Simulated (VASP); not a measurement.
**SiC (Moissanite 3C): single point with PBE**

SiC (Moissanite 3C):

```
Si C
1.0
     0.00000    2.17900    2.17900
     2.17900    0.00000    2.17900
     2.17900    2.17900    0.00000
Si C
1 1
Direct
  0.00000 0.00000 0.00000
  0.25000 0.25000 0.25000
```

| Quantity | Value |
| --- | --- |
| Program | VASP 6.6.1 |
| Task | single point |
| Functional | PBE |
| Potentials or basis | VASP PAW PBE potentials, release 64 (Si, C) |
| Cutoff | 520 eV |
| k mesh | 10 × 10 × 10 |
| Occupations | gaussian, width 0.02 eV |
| Spin | no spin polarisation |
| Dipole correction | no |
| Further INCAR settings | ALGO = Normal; EDIFF = 1e-07; NBANDS = 11 |

| Item | Value |
| --- | --- |
| Pressure | 3.2 GPa |
| Band gap on the k mesh | 1.36 eV, indirect (least direct gap 4.54 eV) |

Levels at points of the mesh, in eV from the valence-band top:
```
           k point  band 2  band 3  band 4  band 5  band 6  band 7
(0.00, 0.00, 0.00)    0.00    0.00    0.00    6.23    7.31    7.31
(0.50, 0.00, 0.00)   -8.53   -1.05   -1.05    5.43    7.23    7.23
(0.50, 0.50, 0.00)   -7.79   -3.18   -3.18    1.36    4.32   14.04
```

It took 15 s on 1 thread of AMD EPYC 7R43 64-Core Processor (Zen 3), with other jobs on the host, peak memory 0.1 GiB.

A k mesh can miss the band edges. Expect the measured gap to be larger: semilocal functionals such as PBE lack the derivative discontinuity.
